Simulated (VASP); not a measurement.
Wanted: the native input for a VASP 6.6.1 run.

```
Task                   : single point
Functional             : PBEsol
Potentials or basis    : VASP PAW PBE potentials, release 64 (Al, Cu)
Cutoff                 : 520 eV
k mesh                 : 16 × 16 × 16
Occupations            : gaussian, width 0.15 eV
Spin                   : no spin polarisation
Dipole correction      : no
Further INCAR settings : ALGO = Normal; EDIFF = 1e-06; NBANDS = 14
```

The structure of AlCu lies in POSCAR:

```
AlCu
1.0
    2.9314613133      0.0000000000      0.0000000000
    0.0000000000      2.9314613133      0.0000000000
    0.0000000000      0.0000000000      2.9314613133
Al Cu
1 1
Direct
    0.0000000000      0.0000000000      0.0000000000
    0.5000000000      0.5000000000      0.5000000000
```

This cell differs from its parent crystal: the cell strained.

The input as run:

INCAR

```
SYSTEM = AlCu
PREC     = Accurate       ! precision mode
ENCUT    = 520            ! plane-wave cutoff, eV
EDIFF    = 1E-6           ! SCF threshold, eV
ISMEAR   = 0              ! smearing method
SIGMA    = 0.15           ! smearing width, eV
LREAL    = .False.        ! projectors in reciprocal space
LASPH    = .True.         ! aspherical terms in the spheres
NELM     = 80             ! most SCF steps
ALGO     = Normal         ! electronic algorithm
ISIF     = 2              ! what is computed and relaxed
LWAVE    = .False.        ! write WAVECAR
LCHARG   = .True.         ! write CHGCAR
GGA      = PS             ! functional
LELF     = .True.         ! ELF
LVHAR    = .True.       
NBANDS   = 14             ! bands
```

KPOINTS

```
Automatic mesh
0
Gamma
  16 16 16
  0 0 0
```

Potentials or basis: VASP PAW PBE potentials, release 64 (Al, Cu).

Command:

```bash
$ cat potpaw_PBE.64/Al/POTCAR potpaw_PBE.64/Cu/POTCAR > POTCAR
$ mpirun -np 1 vasp_std > vasp.out
```

It gave:

```
Pressure               : 4.3 GPa
Band gap on the k mesh : zero (bands 7 and 8 overlap by 4.86 eV)
```

Caveat: the cell differs from its parent crystal (the cell strained); the cell stands under pressure; the PAW data sets were made with another functional, which shifts forces and pressure a little.

Wall time 64 s on 1 thread of Intel Xeon 8259CL, on a shared host, peak memory 0.18 GiB.
